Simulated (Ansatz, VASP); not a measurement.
**CaO in VASP and in Ansatz**

Contents of POSCAR:

```
CaO
1.0
    0.0000000000      2.3975473901      2.3975473901
    2.3975473901      0.0000000000      2.3975473901
    2.3975473901      2.3975473901      0.0000000000
Ca O
1 1
Direct
    0.0000000000      0.0000000000      0.0000000000
    0.5000000000      0.5000000000      0.5000000000
```

Contents of INCAR.step1:

```
SYSTEM = CaO
PREC = Accurate ; ENCUT = 520
ISMEAR = 0 ; SIGMA = 0.01
LREAL = .False. ; LASPH = .True.
NELM = 80 ; NBANDS = 15
GGA = PE ; ALGO = Normal
EDIFF = 1E-4 ; LWAVE = .True.
LCHARG = .False.
```

INCAR.step2

```
SYSTEM = CaO
PREC = Accurate ; ENCUT = 520
EDIFF = 1E-7 ; ISMEAR = 0
SIGMA = 0.01 ; LREAL = .False.
LASPH = .True. ; NELM = 80
ALGO = Normal ; ISIF = 2
LWAVE = .False. ; LCHARG = .False.
METAGGA = R2SCAN ; LMIXTAU = .True.
NBANDS = 15 ; ISTART = 1
```

The input KPOINTS:

```
Automatic mesh
0
Gamma
  6 6 6
  0 0 0
```

Input for Ansatz:

```yaml
crystal:
  lattice:
    - [0.0, 2.3975473901, 2.3975473901]
    - [2.3975473901, 0.0, 2.3975473901]
    - [2.3975473901, 2.3975473901, 0.0]
  atoms:
    - { symbol: Ca, position: [0.0, 0.0, 0.0] }
    - { symbol: O, position: [0.5, 0.5, 0.5] }
kpoints:
  mp_grid: { grid: [6, 6, 6] }
hamiltonian:
  xc: r2scan
scf:
  occupations: { method: fixed }
  n_extra_bands: 4
  mixing: { beta: 0.05 }
  max_iter: 70
output:
  forces: true
  stress: true
  eigenvalues: true
```

Alike in both runs: task single point; functional r2SCAN; k mesh 6 × 6 × 6; no spin polarisation.

|  | VASP | Ansatz |
| --- | --- | --- |
| version | VASP 6.6.1 | Ansatz 0.2.0 |
| potentials or method | VASP PAW PBE potentials, release 64 (Ca_sv, O) | plane waves |
| plane-wave cutoff (eV) | 520 | 500 |
| occupations | gaussian, width 0.01 eV | fixed |
| valence electrons in the cell | 16 | 16 |

|  | VASP | Ansatz | Ansatz less VASP |
| --- | --- | --- | --- |
| gap on the k mesh at the Fermi level (eV) | 4.19 | 4.20 | +0.013 |
| pressure (GPa) | 1.1 | 0.0 | -1.08 |

VASP's potentials were made for PBE, not for r2SCAN.
